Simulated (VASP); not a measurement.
# Ni (Fm-3m) in VASP: further runs

Ni is run at these levels: LDA; tasks: single point.

Everything below comes from runs of VASP 6.6.1. Logs are shortened: lines on timing, memory, paths and dates and some standing lists are left out, and cuts for length are marked.

**1. The cell of the first run**

It takes space group Fm-3m (No. 225, cubic). Conventional cell: a = 3.425 Å, b = 3.425 Å, c = 3.425 Å, α = 90.00°, β = 90.00°, γ = 90.00°. Within 3.2 Å of Ni (site symmetry m-3m) lie 12 Ni at 2.42 Å.

**2. Single point, LDA, collinear spin, ferromagnetic start**

INCAR

```
ALGO = Normal
EDIFF = 1E-6
ENCUT = 520
GGA = CA
ISIF = 2
ISMEAR = 0
ISPIN = 2
LASPH = True
LCHARG = False
LMAXMIX = 4
LORBIT = 11
LREAL = False
LWAVE = False
MAGMOM = 0.607
NBANDS = 15
NELM = 150
PREC = Accurate
SIGMA = 0.01
```

KPOINTS

```
k-points
0
Gamma
  16 16 16
```

POSCAR

```
Ni
1.0
    0.0000000000      1.7124646296      1.7124646296
    1.7124646296      0.0000000000      1.7124646296
    1.7124646296      1.7124646296      0.0000000000
Ni
1
Direct
    0.0000000000      0.0000000000      0.0000000000
```

Potentials or basis: VASP PAW LDA potentials, release 64 (Ni).

Command:

```sh
cat potpaw_LDA.64/Ni/POTCAR > POTCAR
mpirun -np 1 vasp_std > vasp.out
```

OUTCAR:

```text
EDIFF = 1E-6
   ENCUT = 520
   GGA = CA
   ISIF = 2
   ISMEAR = 0
   ISPIN = 2
   LASPH = True
   LORBIT = 11
   LREAL = False
   NELM = 150
   PREC = Accurate

 ion  position               nearest neighbor table
   1  0.000  0.000  0.000-

  LATTYP: Found a face centered cubic cell.
 ALAT       =     3.4249292592

  Lattice vectors:

 A1 = (   0.0000000000,   1.7124646296,   1.7124646296)
 A2 = (   1.7124646296,   0.0000000000,   1.7124646296)
 A3 = (   1.7124646296,   1.7124646296,   0.0000000000)

Analysis of symmetry for initial positions (statically):
=====================================================================
 Subroutine PRICEL returns:
 Original cell was already a primitive cell.

 Routine SETGRP: Setting up the symmetry group for a
 face centered cubic supercell.

 Subroutine GETGRP returns: Found 48 space group operations
 (whereof 48 operations were pure point group operations)
 out of a pool of 48 trial point group operations.

The static configuration has the point symmetry O_h .

Analysis of symmetry for dynamics (positions and initial velocities):
=====================================================================
 Subroutine PRICEL returns:
 Original cell was already a primitive cell.

 Routine SETGRP: Setting up the symmetry group for a
 face centered cubic supercell.

 Subroutine GETGRP returns: Found 48 space group operations
 (whereof 48 operations were pure point group operations)
 out of a pool of 48 trial point group operations.

The dynamic configuration has the point symmetry O_h .

Analysis of structural, dynamic, and magnetic symmetry:
=====================================================================
 Subroutine PRICEL returns:
 Original cell was already a primitive cell.

 Routine SETGRP: Setting up the symmetry group for a
 face centered cubic supercell.

 Subroutine GETGRP returns: Found 48 space group operations
 (whereof 48 operations were pure point group operations)
 out of a pool of 48 trial point group operations.

The overall configuration has the point symmetry O_h .

 Subroutine INISYM returns: Found 48 space group operations
 (whereof 48 operations are pure point group operations),
 and found     1 'primitive' translations

----------------------------------------------------------------------------------------

                                     Primitive cell

  volume of cell :      10.0437

  direct lattice vectors                    reciprocal lattice vectors
     0.000000000  1.712464630  1.712464630    -0.291976833  0.291976833  0.291976833
     1.712464630  0.000000000  1.712464630     0.291976833 -0.291976833  0.291976833
     1.712464630  1.712464630  0.000000000     0.291976833  0.291976833 -0.291976833
[... 120 lines left out ...]

 number of electron      10.0000000 magnetization       0.6070000

 number of electron       9.9999990 magnetization       0.5681116

 Free energy of the ion-electron system (eV)
  ---------------------------------------------------
  ext. energy  EPLUGINS =         0.00000000
  ---------------------------------------------------
  free energy    TOTEN  =        -6.58176410 eV

  energy without entropy =       -6.58168109  energy(sigma->0) =       -6.58172260

 E-fermi :  10.2201     XC(G=0): -14.0928

 val. band max:       10.2198026907   @ k =   0.5000   0.4375   0.0000
 cond. band min:      10.2238321302   @ k =  -0.4375   0.5000   0.0625
 fundamental gap:      0.0040294395
 Fermi energy:        10.2201340245

 spin component 1

 k-point     1 :       0.0000    0.0000    0.0000
  band No.  band energies     occupation
      1       0.6640      1.00000
      2       7.6681      1.00000
      3       7.6681      1.00000
      4       7.6681      1.00000
      5       8.9587      1.00000
      6       8.9587      1.00000
      7      34.6642      0.00000
      8      39.0599      0.00000
      9      39.0599      0.00000
     10      39.0599      0.00000
     11      42.3239      0.00000
     12      42.3239      0.00000
     13      42.3239      0.00000
     14      45.2865      0.00000
[... 403 lines left out ...]
      4       7.7829      1.00000
      5       8.8617      1.00000
      6       8.9756      1.00000
      7      33.4765      0.00000
      8      35.4064      0.00000
      9      37.7042      0.00000
     10      39.6680      0.00000
     11      42.4400      0.00000
     12      42.4849      0.00000
     13      45.4697      0.00000
     14      48.1663      0.00000
     15      48.3758      0.00000

 [... further k-points ...]

 spin component 2

 k-point     1 :       0.0000    0.0000    0.0000
  band No.  band energies     occupation
      1       0.7079      1.00000
      2       8.2488      1.00000
      3       8.2488      1.00000
      4       8.2488      1.00000
      5       9.4949      1.00000
      6       9.4949      1.00000
      7      34.6541      0.00000
      8      39.1051      0.00000
      9      39.1051      0.00000
     10      39.1051      0.00000
     11      42.4871      0.00000
     12      42.4871      0.00000
     13      42.4871      0.00000
     14      45.2688      0.00000
[... 403 lines left out ...]
      4       8.3647      1.00000
      5       9.3932      1.00000
      6       9.5126      1.00000
      7      33.5412      0.00000
      8      35.4861      0.00000
      9      37.7575      0.00000
     10      39.7162      0.00000
     11      42.5159      0.00000
     12      42.6434      0.00000
     13      45.5462      0.00000
     14      48.3359      0.00000
     15      48.4252      0.00000

 [... further k-points ...]
[... 5 lines left out ...]
  --------------------------------------------------------------------------------------
  -------------------------------------------------------------------------------------
  Total       -0.0457435     -0.0457435     -0.0457435     -0.0000000      0.0000000      0.0000000
  in kB       -7.2970202     -7.2970202     -7.2970202     -0.0000000      0.0000000      0.0000000
  external PRESSURE =      -7.2970202 kB  Pullay stress =       0.0000000 kB

 VOLUME and BASIS-vectors are now :
 -----------------------------------------------------------------------------
  energy-cutoff  :      520.00
  volume of cell :       10.04
      direct lattice vectors                 reciprocal lattice vectors
     0.000000000  1.712464630  1.712464630    -0.291976833  0.291976833  0.291976833
     1.712464630  0.000000000  1.712464630     0.291976833 -0.291976833  0.291976833
     1.712464630  1.712464630  0.000000000     0.291976833  0.291976833 -0.291976833

 POSITION                                       TOTAL-FORCE (eV/Angst)
 -----------------------------------------------------------------------------------
      0.00000      0.00000      0.00000         0.000000      0.000000      0.000000
 -----------------------------------------------------------------------------------
    total drift:                               -0.000000      0.000000     -0.000000

  FREE ENERGIE OF THE ION-ELECTRON SYSTEM (eV)
  ---------------------------------------------------
  free  energy   TOTEN  =        -6.5817641008 eV

  energy  without entropy=       -6.5816810942  energy(sigma->0) =       -6.58172260

 total charge

# of ion       s       p       d       tot
------------------------------------------
    1        0.534   0.571   8.368   9.473

 magnetization (x)

# of ion       s       p       d       tot
------------------------------------------
    1       -0.005  -0.018   0.592   0.569
```

OSZICAR:

```text
N       E                     dE             d eps       ncg     rms          rms(c)
DAV:   1     0.321064275318E+02    0.32106E+02   -0.41837E+03  9230   0.881E+02
DAV:   2    -0.626561889321E+01   -0.38372E+02   -0.35789E+02  9904   0.166E+02
DAV:   3    -0.768947244492E+01   -0.14239E+01   -0.14135E+01 10520   0.313E+01
DAV:   4    -0.769717197443E+01   -0.76995E-02   -0.76985E-02 10891   0.219E+00
DAV:   5    -0.769724396984E+01   -0.71995E-04   -0.71996E-04 10766   0.192E-01    0.110E+01
DAV:   6    -0.688953847550E+01    0.80771E+00   -0.13232E+01 12588   0.409E+01    0.548E+00
DAV:   7    -0.660569910067E+01    0.28384E+00   -0.20406E+00 11034   0.147E+01    0.213E+00
DAV:   8    -0.658472666572E+01    0.20972E-01   -0.26228E-02 11604   0.111E+00    0.897E-01
DAV:   9    -0.658242201693E+01    0.23046E-02   -0.12217E-03 14362   0.200E-01    0.261E-01
DAV:  10    -0.658176992154E+01    0.65210E-03   -0.53662E-04 14365   0.118E-01    0.340E-02
DAV:  11    -0.658176390851E+01    0.60130E-05   -0.88276E-06 11634   0.210E-02    0.226E-02
DAV:  12    -0.658176410079E+01   -0.19228E-06   -0.44476E-06  9886   0.117E-02
   1 F= -.65817641E+01 E0= -.65817226E+01  d E =-.830066E-04  mag=     0.5689
```

Run time: 28 s. Hardware: 1 thread of Intel Xeon Platinum 8488C (Sapphire Rapids), shared host; peak memory 0.13 GiB.

What came out:

```yaml
Free_energy: -6.5818 eV
Pressure: -0.7 GPa
Net_moment: 0.57 μB per cell
Site_moments: Ni +0.57 μB
Valence_electrons_inside_the_program's_atomic_spheres: Ni 9.47
```

(Part 1 of 2 ends here.)
